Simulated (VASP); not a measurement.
Here is a VASP 6.6.1 calculation.

File POSCAR:

```
La
1.0
    3.7871652420      0.0000000000      0.0000000000
   -1.8935826210      3.2797813079      0.0000000000
    0.0000000000      0.0000000000     12.0620946415
La
4
Direct
    1.0000000000      0.0000000000      0.0000000000
    1.0000000000      0.0000000000      0.5000000000
    0.3333333333      0.6666666667      0.7500000000
    0.6666666667      0.3333333333      0.2500000000
```

INCAR.step1

```
  PREC = Accurate
  ENCUT = 520
  ISMEAR = 1
  SIGMA = 1.0
  LREAL = False
  LASPH = True
  NELM = 80
  NBANDS = 30
  GGA = PE
  ALGO = Normal
  EDIFF = 1E-4
  LWAVE = True
  LCHARG = False
```

The input INCAR.step2:

```
  PREC = Accurate
  ENCUT = 520
  EDIFF = 1E-6
  ISMEAR = 1
  SIGMA = 1.0
  LREAL = False
  LASPH = True
  NELM = 80
  ALGO = Normal
  ISIF = 2
  LWAVE = False
  LCHARG = False
  METAGGA = R2SCAN
  LMIXTAU = True
  NBANDS = 30
  ISTART = 1
```

File KPOINTS:

```
regular mesh
0
Gamma
  10 10 3
```

Potentials or basis: VASP PAW PBE potentials, release 64 (La).

Command:

```bash
$ cat potpaw_PBE.64/La/POTCAR > POTCAR
$ cp INCAR.step1 INCAR
$ mpirun -np 1 vasp_std > vasp.out
$ cp INCAR.step2 INCAR
$ mpirun -np 1 vasp_std > vasp.out
```

Q: What does it give for the pressure?

A: -0.1 GPa.

Q: Predict the band gap on the k mesh.

A: Zero (bands 22 and 23 overlap by 1.28 eV).

Stress tensor (GPa, compression positive):
```
-0.15  0.00  0.00
 0.00 -0.15  0.00
 0.00  0.00  0.11
```

Caveat: the highest band is partly filled, so the run has too few bands; so wide a smearing shifts energies and pressures; the PAW data sets were made with another functional, which shifts forces and pressure a little; spin-orbit coupling is left out, which moves the levels of the heavy elements.
